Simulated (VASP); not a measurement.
# Sb (Pm-3m) in VASP: a series of runs

The runs below take Sb through single point, with r2SCAN.

Program: VASP 6.6.1. These are calculated values, not measurements. Logs are shortened: lines on timing, memory, paths and dates and some standing lists are left out, and cuts for length are marked.

## (1) The cell of the first run

The structure is cubic, space group Pm-3m (No. 221). Conventional cell: a = 3.083 Å, b = 3.083 Å, c = 3.083 Å, α = 90.00°, β = 90.00°, γ = 90.00°. Within 4.1 Å of Sb (site symmetry m-3m) lie 6 Sb at 3.08 Å.

## (2) Single point, r2SCAN

Input file POSCAR:

```
Sb
1.0
    3.0833436100      0.0000000000      0.0000000000
    0.0000000000      3.0833436100      0.0000000000
    0.0000000000      0.0000000000      3.0833436100
Sb
1
Direct
    0.0000000000      0.0000000000      0.0000000000
```

Input file INCAR.step1:

```
  PREC = Accurate
  ENCUT = 520
  ISMEAR = 0
  SIGMA = 0.1
  LREAL = False
  LASPH = True
  NELM = 60
  NBANDS = 8
  GGA = PE
  ALGO = Normal
  EDIFF = 1E-4
  LWAVE = True
  LCHARG = False
```

Input file INCAR.step2:

```
  PREC = Accurate
  ENCUT = 520
  EDIFF = 1E-7
  ISMEAR = 0
  SIGMA = 0.1
  LREAL = False
  LASPH = True
  NELM = 60
  ALGO = Normal
  ISIF = 2
  LWAVE = False
  LCHARG = False
  METAGGA = R2SCAN
  LMIXTAU = True
  NBANDS = 8
  ISTART = 1
```

Input file KPOINTS:

```
regular mesh
0
Gamma
  6 6 6
```

Potentials or basis: VASP PAW PBE potentials, release 64 (Sb).

Launch:

```console
> cat potpaw_PBE.64/Sb/POTCAR > POTCAR
> cp INCAR.step1 INCAR
> mpirun -np 1 vasp_std > vasp.out
> cp INCAR.step2 INCAR
> mpirun -np 1 vasp_std > vasp.out
```

OUTCAR:

```text
PREC = Accurate
   ENCUT = 520
   EDIFF = 1E-7
   ISMEAR = 0
   LREAL = False
   LASPH = True
   NELM = 60
   ISIF = 2
   METAGGA = R2SCAN
   ISTART = 1

 ion  position               nearest neighbor table
   1  0.000  0.000  0.000-

  LATTYP: Found a simple cubic cell.
 ALAT       =     3.0833436100

  Lattice vectors:

 A1 = (   3.0833436100,   0.0000000000,   0.0000000000)
 A2 = (   0.0000000000,   3.0833436100,   0.0000000000)
 A3 = (   0.0000000000,   0.0000000000,   3.0833436100)

Analysis of symmetry for initial positions (statically):
=====================================================================
 Subroutine PRICEL returns:
 Original cell was already a primitive cell.

 Routine SETGRP: Setting up the symmetry group for a
 simple cubic supercell.

 Subroutine GETGRP returns: Found 48 space group operations
 (whereof 48 operations were pure point group operations)
 out of a pool of 48 trial point group operations.

The static configuration has the point symmetry O_h .

Analysis of symmetry for dynamics (positions and initial velocities):
=====================================================================
 Subroutine PRICEL returns:
 Original cell was already a primitive cell.

 Routine SETGRP: Setting up the symmetry group for a
 simple cubic supercell.

 Subroutine GETGRP returns: Found 48 space group operations
 (whereof 48 operations were pure point group operations)
 out of a pool of 48 trial point group operations.

The dynamic configuration has the point symmetry O_h .

 Subroutine INISYM returns: Found 48 space group operations
 (whereof 48 operations are pure point group operations),
 and found     1 'primitive' translations

----------------------------------------------------------------------------------------

                                     Primitive cell

  volume of cell :      29.3134

  direct lattice vectors                    reciprocal lattice vectors
     3.083343610  0.000000000  0.000000000     0.324323243  0.000000000  0.000000000
     0.000000000  3.083343610  0.000000000     0.000000000  0.324323243  0.000000000
     0.000000000  0.000000000  3.083343610     0.000000000  0.000000000  0.324323243

  length of vectors
     3.083343610  3.083343610  3.083343610     0.324323243  0.324323243  0.324323243

  position of ions in fractional coordinates (direct lattice)
     0.000000000  0.000000000  0.000000000

  ion indices of the primitive-cell ions
   primitive index   ion index
                 1           1

----------------------------------------------------------------------------------------

 KPOINTS: regular mesh

Automatic generation of k-mesh.
 Grid dimensions read from file:
 generate k-points for:    6    6    6

 Generating k-lattice:

  Cartesian coordinates                     Fractional coordinates (reciprocal lattice)
     0.054053874  0.000000000  0.000000000     0.166666667  0.000000000  0.000000000
     0.000000000  0.054053874  0.000000000     0.000000000  0.166666667  0.000000000
     0.000000000  0.000000000  0.054053874     0.000000000  0.000000000  0.166666667

  Length of vectors
     0.054053874  0.054053874  0.054053874

  Shift w.r.t. Gamma in fractional coordinates (k-lattice)
     0.000000000  0.000000000  0.000000000

 Subroutine IBZKPT returns following result:
 ===========================================

 Found     20 irreducible k-points:

 Following reciprocal coordinates:
            Coordinates               Weight
  0.000000  0.000000  0.000000      1.000000
  0.166667  0.000000  0.000000      6.000000
  0.333333  0.000000  0.000000      6.000000
  0.500000  0.000000  0.000000      3.000000
  0.166667  0.166667  0.000000     12.000000
  0.333333  0.166667  0.000000     24.000000
[... 12 lines left out ...]
  0.500000  0.500000  0.333333      6.000000
  0.500000  0.500000  0.500000      1.000000
   k-points           NKPTS =     20   k-points in BZ     NKDIM =     20   number of bands    NBANDS=      8
   number of dos      NEDOS =    301   number of ions     NIONS =      1
   total plane-waves  NPLWV =  13824
   dimension x,y,z NGX =    24 NGY =   24 NGZ =   24
   dimension x,y,z NGXF=    48 NGYF=   48 NGZF=   48
   ions per type =               1
   NGX,Y,Z   is equivalent  to a cutoff of  12.94, 12.94, 12.94 a.u.
   NGXF,Y,Z  is equivalent  to a cutoff of  25.88, 25.88, 25.88 a.u.
 SYSTEM =  unknown system
   PREC   = accura    normal or accurate (medium, high low for compatibility)
   ISTART =      1    job   : 0-new  1-cont  2-samecut
   ICHARG =      0    charge: 1-file 2-atom 10-const
   ISPIN  =      1    spin polarized calculation?
   LNONCOLLINEAR =      F non collinear calculations
   LSORBIT =      F    spin-orbit coupling
   LASPH  =      T    aspherical Exc in radial PAW
   ENCUT  =  520.0 eV  38.22 Ry    6.18 a.u.   5.73  5.73  5.73*2*pi/ulx,y,z
   NELM   =     60;   NELMIN=  2; NELMDL=  0     # of ELM steps
   EDIFF  = 0.1E-06   stopping-criterion for ELM
   LREAL  =      F    real-space projection
   EDIFFG = 0.1E-05   stopping-criterion for IOM
   NSW    =      0    number of steps for IOM
   IBRION =     -1    ionic relax: 0-MD 1-quasi-New 2-CG
   NFREE  =      0    steps in history (QN), initial steepest desc. (CG)
   ISIF   =      2    stress and relaxation
   ISYM   =      2    0-nonsym 1-usesym 2-fastsym
   POTIM  = 0.5000    time-step for ionic-motion
   TEBEG  =    0.0;   TEEND  =   0.0 temperature during run
   PSTRESS=    0.0 pullay stress
   NELECT =       5.0000    total number of electrons
   NUPDOWN=      -1.0000    fix difference up-down
   EMIN   =  10.00;   EMAX   =-10.00  energy-range for DOS
   EFERMI =   0.00;   METHOD = LEGACY
   ISMEAR =     0;   SIGMA  =   0.10  broadening in eV -4-tet -1-fermi 0-gaus
   EFERMI_NEDOS =   21; number of points for ismear=-14 and -15
   IALGO  =     38    algorithm
   IMIX   =      4    mixing-type and parameters
     AMIX     =   0.40;   BMIX     =  1.00
     AMIX_MAG =   1.60;   BMIX_MAG =  1.00
  volume/ion in A,a.u.               =      29.31       197.82
  Fermi-wavevector in a.u.,A,eV,Ry     =   0.907910  1.715702 11.215296  0.824301
  Thomas-Fermi vector in A             =   2.031774
   LORBIT       =      0    0 simple, 1 ext, 2 COOP (PROOUT), +10 PAW based schemes
   METAGGA = R2SCAN    functional components
   LHFCALC =     F    Hartree Fock is set to
   AEXX    =    0.0000 exact exchange contribution
   IVDW    =     0    specifies the selected vdW correction
   LEPSILON=     F    determine dielectric tensor
   LRPA    =     F    only Hartree local field effects (RPA)
 non-spin polarized calculation
 Gauss-broadening in eV      SIGMA  =   0.10
  energy-cutoff  :      520.00
  volume of cell :       29.31
 maximum number of plane-waves:       840
 NGX is ok and might be reduce to    24
   NGX = 11   NGY = 11   NGZ = 11

 number of electron       4.9999999 magnetization

 Free energy of the ion-electron system (eV)
  ---------------------------------------------------
  ext. energy  EPLUGINS =         0.00000000
  ---------------------------------------------------
  free energy    TOTEN  =       -25.66635323 eV

  energy without entropy =      -25.66412611  energy(sigma->0) =      -25.66523967

 E-fermi :   7.5900     XC(G=0): -10.1866

 val. band max:        7.4882313924   @ k =   0.1667   0.1667   0.0000
 cond. band min:       7.6917373180   @ k =   0.5000   0.3333   0.3333
 fundamental gap:      0.2035059256
 Fermi energy:         7.5899849987

 k-point     1 :       0.0000    0.0000    0.0000
  band No.  band energies     occupation
      1      -5.8315      2.00000
      2      10.7726      0.00000
      3      10.7726      0.00000
      4      10.7726      0.00000
      5      14.5463      0.00000
      6      14.5463      0.00000
      7      16.5427      0.00000
      8      25.8375      0.00000

 k-point     2 :       0.1667    0.0000    0.0000
  band No.  band energies     occupation
      1      -5.4024      2.00000
      2       7.3089      1.99993
      3      11.1924      0.00000
      4      11.1924      0.00000
      5      14.8792      0.00000
      6      16.0443      0.00000
      7      19.3877      0.00000
      8      23.4834      0.00000

 k-point     3 :       0.3333    0.0000    0.0000
  band No.  band energies     occupation
      1      -4.2151      2.00000
      2       3.3016      2.00000
      3      12.2426      0.00000
      4      12.2426      0.00000
      5      15.8148      0.00000
      6      17.2481      0.00000
      7      20.6733      0.00000
      8      20.6733      0.00000

 k-point     4 :       0.5000    0.0000    0.0000
  band No.  band energies     occupation
      1      -3.1933      2.00000
      2       1.2911      2.00000
      3      12.9683      0.00000
      4      12.9683      0.00000
      5      16.6689      0.00000
      6      18.6733      0.00000
      7      19.3286      0.00000
      8      19.3286      0.00000

 k-point     5 :       0.1667    0.1667    0.0000
  band No.  band energies     occupation
      1      -4.9727      2.00000
      2       7.4882      1.84985
      3       7.9744      0.00000
      4      11.6148      0.00000
      5      15.7605      0.00000
      6      18.9863      0.00000
      7      19.2923      0.00000
      8      21.0498      0.00000

 k-point     6 :       0.3333    0.1667    0.0000
  band No.  band energies     occupation
      1      -3.7821      2.00000
      2       3.7010      2.00000
      3       8.8368      0.00000
      4      12.6726      0.00000
      5      16.1523      0.00000
      6      17.1054      0.00000
      7      20.4664      0.00000
      8      20.9850      0.00000

 k-point     7 :       0.5000    0.1667    0.0000
  band No.  band energies     occupation
      1      -2.7532      2.00000
      2       1.6866      2.00000
      3       9.6597      0.00000
      4      13.4062      0.00000
      5      14.7431      0.00000
      6      18.1227      0.00000
      7      19.5751      0.00000
      8      19.6459      0.00000
[... 89 lines left out ...]
 k-point    16 :       0.5000    0.5000    0.1667
  band No.  band energies     occupation
      1       0.1184      2.00000
      2       3.8059      2.00000
      3       3.8059      2.00000
      4      10.0940      0.00000
      5      12.1434      0.00000
      6      17.2114      0.00000
      7      17.2114      0.00000
      8      20.4961      0.00000

 k-point    17 :       0.3333    0.3333    0.3333
  band No.  band energies     occupation
      1      -0.9081      2.00000
      2       5.8612      2.00000
      3       5.8612      2.00000
      4       7.1366      2.00000
      5      13.8952      0.00000
      6      14.6867      0.00000
      7      14.6867      0.00000
      8      20.4577      0.00000

 k-point    18 :       0.5000    0.3333    0.3333
  band No.  band energies     occupation
      1       0.2137      2.00000
      2       4.0819      2.00000
      3       6.5453      2.00000
      4       7.6917      0.15015
      5      12.3841      0.00000
      6      13.2161      0.00000
      7      15.4418      0.00000
      8      18.6908      0.00000

 k-point    19 :       0.5000    0.5000    0.3333
  band No.  band energies     occupation
      1       1.4585      2.00000
      2       4.7776      2.00000
      3       4.7776      2.00000
      4       7.9567      0.00000
      5      11.2404      0.00000
      6      13.8906      0.00000
      7      13.8906      0.00000
      8      16.8329      0.00000

 k-point    20 :       0.5000    0.5000    0.5000
  band No.  band energies     occupation
      1       2.9420      2.00000
      2       5.4408      2.00000
      3       5.4408      2.00000
      4       5.4408      2.00000
      5      12.4330      0.00000
      6      12.4330      0.00000
      7      12.4330      0.00000
      8      14.7952      0.00000

------------------------ aborting loop because EDIFF is reached ----------------------------------------

  FORCE on cell =-STRESS in cart. coord.  units (eV):
  Direction    XX          YY          ZZ          XY          YZ          ZX
  --------------------------------------------------------------------------------------
  -------------------------------------------------------------------------------------
  Total        0.0387625      0.0387625      0.0387625      0.0000000     -0.0000000      0.0000000
  in kB        2.1186379      2.1186379      2.1186379      0.0000000     -0.0000000      0.0000000
  external PRESSURE =       2.1186379 kB  Pullay stress =       0.0000000 kB

 VOLUME and BASIS-vectors are now :
 -----------------------------------------------------------------------------
  energy-cutoff  :      520.00
  volume of cell :       29.31
      direct lattice vectors                 reciprocal lattice vectors
     3.083343610  0.000000000  0.000000000     0.324323243  0.000000000  0.000000000
     0.000000000  3.083343610  0.000000000     0.000000000  0.324323243  0.000000000
     0.000000000  0.000000000  3.083343610     0.000000000  0.000000000  0.324323243

 POSITION                                       TOTAL-FORCE (eV/Angst)
 -----------------------------------------------------------------------------------
      0.00000      0.00000      0.00000         0.000000      0.000000      0.000000
 -----------------------------------------------------------------------------------
    total drift:                               -0.000000      0.000000      0.000000

  FREE ENERGIE OF THE ION-ELECTRON SYSTEM (eV)
  ---------------------------------------------------
  free  energy   TOTEN  =       -25.6663532328 eV

  energy  without entropy=      -25.6641261061  energy(sigma->0) =      -25.66523967
```

Run time: 11 s. Hardware: 1 thread of Intel Xeon 6975P-C (Granite Rapids), shared host; peak memory 0.14 GiB.

What came out:

| Property | Result |
| --- | --- |
| Free energy | -25.6664 eV |
| Pressure | 0.2 GPa |

Caveat: the PAW data sets were made with another functional, which shifts forces and pressure a little; spin-orbit coupling is left out, which moves the levels of the heavy elements.

## (3) Single point, r2SCAN

This run uses another cell than the first one, of 29.46 Å³/atom, 1.005 times its volume.

Input file POSCAR:

```
Sb
1.0
    3.0883753545      0.0000000000      0.0000000000
    0.0000000000      3.0883753545      0.0000000000
    0.0000000000      0.0000000000      3.0883753545
Sb
1
Direct
    0.0000000000      0.0000000000      0.0000000000
```

Input file INCAR.step1:

```
SYSTEM = Sb
ALGO = Normal ; EDIFF = 1E-4
ENCUT = 520 ; GGA = PE
ISMEAR = 0 ; LASPH = .TRUE.
LCHARG = .FALSE. ; LREAL = .FALSE.
LWAVE = .TRUE. ; NBANDS = 8
NELM = 80 ; PREC = Accurate
SIGMA = 0.1
```

Input file INCAR.step2:

```
SYSTEM = Sb
ALGO = Normal ; EDIFF = 1E-6
ENCUT = 520 ; ISIF = 2
ISMEAR = 0 ; ISTART = 1
LASPH = .TRUE. ; LCHARG = .FALSE.
LMIXTAU = .TRUE. ; LREAL = .FALSE.
LWAVE = .FALSE. ; METAGGA = R2SCAN
NBANDS = 8 ; NELM = 80
PREC = Accurate ; SIGMA = 0.1
```

Input file KPOINTS:

```
k-points
0
G
  14 14 14
  0 0 0
```

Potentials or basis: VASP PAW PBE potentials, release 64 (Sb).

Launch:

```console
> cat potpaw_PBE.64/Sb/POTCAR > POTCAR
> cp INCAR.step1 INCAR
> mpirun -np 1 vasp_std > vasp.out
> cp INCAR.step2 INCAR
> mpirun -np 1 vasp_std > vasp.out
```

Run time: 31 s. Hardware: 1 thread of Intel Xeon 6975P-C (Granite Rapids), shared host; peak memory 0.15 GiB.

It converged, with:

```
Free energy : -25.6452 eV
Pressure    : 0.0 GPa
```

Levels at points of the mesh, in eV from the Fermi level:
```tsv
k point	band 1	band 2	band 3	band 4	band 5	band 6
(0.00, 0.00, 0.00)	-13.03	3.52	3.52	3.52	7.30	7.30
(0.50, 0.00, 0.00)	-10.41	-5.91	5.70	5.70	9.42	11.42
(0.50, 0.50, 0.00)	-7.57	-3.80	-3.80	2.48	7.96	13.65
(0.50, 0.50, 0.50)	-4.33	-1.79	-1.79	-1.79	5.20	5.20
```

Caveat: the PAW data sets were made with another functional, which shifts forces and pressure a little; spin-orbit coupling is left out, which moves the levels of the heavy elements.

(Continued in part 2 of 2.)
